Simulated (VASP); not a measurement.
Wanted: the native input for a VASP 6.6.1 run.

| Quantity | Value |
| --- | --- |
| Task | single point |
| Functional | PBEsol |
| Potentials or basis | VASP PAW PBE potentials, release 64 (Ti_sv) |
| Cutoff | 520 eV |
| k mesh | 18 × 18 × 10 |
| Occupations | gaussian, width 0.1 eV |
| Spin | no spin polarisation |
| Dipole correction | no |
| Further INCAR settings | ALGO = Fast; EDIFF = 1e-07; NBANDS = 19 |

The structure of Ti lies in POSCAR:

```
Ti
1.0
    2.9001675461      0.0000000000      0.0000000000
   -1.4500837731      2.5116187702      0.0000000000
    0.0000000000      0.0000000000      4.5888740337
Ti
2
Direct
    0.3333333333      0.6666666667      0.2500000000
    0.6666666667      0.3333333333      0.7500000000
```

These files were run (other wordings do the same):

INCAR

```
SYSTEM = Ti
ALGO     = Fast           ! electronic algorithm
EDIFF    = 1E-7           ! SCF threshold, eV
ENCUT    = 520            ! plane-wave cutoff, eV
GGA      = PS             ! functional
ISIF     = 2              ! what is computed and relaxed
ISMEAR   = 0              ! smearing method
LASPH    = .True.         ! aspherical terms in the spheres
LCHARG   = .False.        ! write CHGCAR
LREAL    = .False.        ! projectors in reciprocal space
LWAVE    = .False.        ! write WAVECAR
NBANDS   = 19             ! bands
NELM     = 80             ! most SCF steps
PREC     = Accurate       ! precision mode
SIGMA    = 0.1            ! smearing width, eV
```

KPOINTS

```
k-points
0
Gamma
  18 18 10
  0 0 0
```

Potentials or basis: VASP PAW PBE potentials, release 64 (Ti_sv).

The run is started by

```console
$ cat potpaw_PBE.64/Ti_sv/POTCAR > POTCAR
$ mpirun -np 1 vasp_std > vasp.out
```

It gave:

```
Pressure               : -0.3 GPa
Band gap on the k mesh : zero (band 12 reaches 9.41 eV, above the bottom of band 13 at 8.30 eV)
```

Caveat: the PAW data sets were made with another functional, which shifts forces and pressure a little.

It took 3.6 min on 1 thread of Intel(R) Xeon(R) 6975P-C (Granite Rapids), with other jobs on the host, peak memory 0.24 GiB.
